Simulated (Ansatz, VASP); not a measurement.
## Sn in VASP and in Ansatz

File INCAR:

```
PREC = Accurate
ENCUT = 600
EDIFF = 1E-6
ISMEAR = -1
SIGMA = 0.05
LREAL = F
LASPH = T
NELM = 100
ALGO = Normal
ISIF = 3
LWAVE = F
LCHARG = F
GGA = RP
IVDW = 12
IBRION = 2
NSW = 60
EDIFFG = -0.01
```

File KPOINTS:

```
Automatic mesh
0
Gamma
  11 11 11
```

The input POSCAR:

```
Sn
1.0
   -1.7265390000      1.7755470000      2.3383420000
    1.7265390000     -1.7755470000      2.3383420000
    1.7265390000      1.7755470000     -2.3383420000
Sn
1
Direct
    0.0000000000      0.0000000000      0.0000000000
```

The input input.yaml:

```yaml
crystal:
  lattice:
    - [-1.726539, 1.775547, 2.338342]
    - [1.726539, -1.775547, 2.338342]
    - [1.726539, 1.775547, -2.338342]
  atoms:
    - { symbol: Sn, position: [0.0, 0.0, 0.0] }
hamiltonian:
  xc: rpbe
  pseudopotentials: { kind: paw }
  dispersion: d3bj
kpoints:
  mp_grid: { grid: [11, 11, 11] }
scf:
  occupations: { method: fermi_dirac, width: 0.05 }
output:
  forces: true
  stress: true
  eigenvalues: true
  write_density: true
  write_potential: true
  elf: true
  volumetric_format: npy
relax:
  f_tol: 0.01
  max_steps: 40
  cell: { stress_tol: 0.05 }
```

Alike in both runs: task relaxation of cell and atoms; functional RPBE; dispersion D3(BJ); k mesh 11 × 11 × 11; occupations fermi-dirac, width 0.05 eV; no spin polarisation.

```csv
,VASP,Ansatz
version,VASP 6.6.1,Ansatz 0.2.0
potentials or method,"VASP PAW PBE potentials, release 64 (Sn_d)",Ansatz PAW
plane-wave cutoff (eV),600,420
valence electrons in the cell,14,14
```

```csv
,VASP,Ansatz,Ansatz less VASP
"gap on the k mesh at the Fermi level, each at its own relaxed structure (eV)",none,none,-
relaxed volume (Å³/atom),20.84,20.84,+0.004
relaxed length of the cell vector where the two differ most in proportion (Å),3.089,3.089,+0.0004
```

VASP's potentials were made for PBE, not for RPBE. A gap of «none» marks a metal or a gap that the smearing closes.

Noted on VASP's run: the volume moved by over 15 % at a fixed basis, so the end points are rough. Noted on Ansatz's run: the volume moved by over 15 % at a fixed basis, so the end points are rough; the plane-wave basis is chosen anew once the cell has moved, so the energies of steps on either side of that aren't comparable.
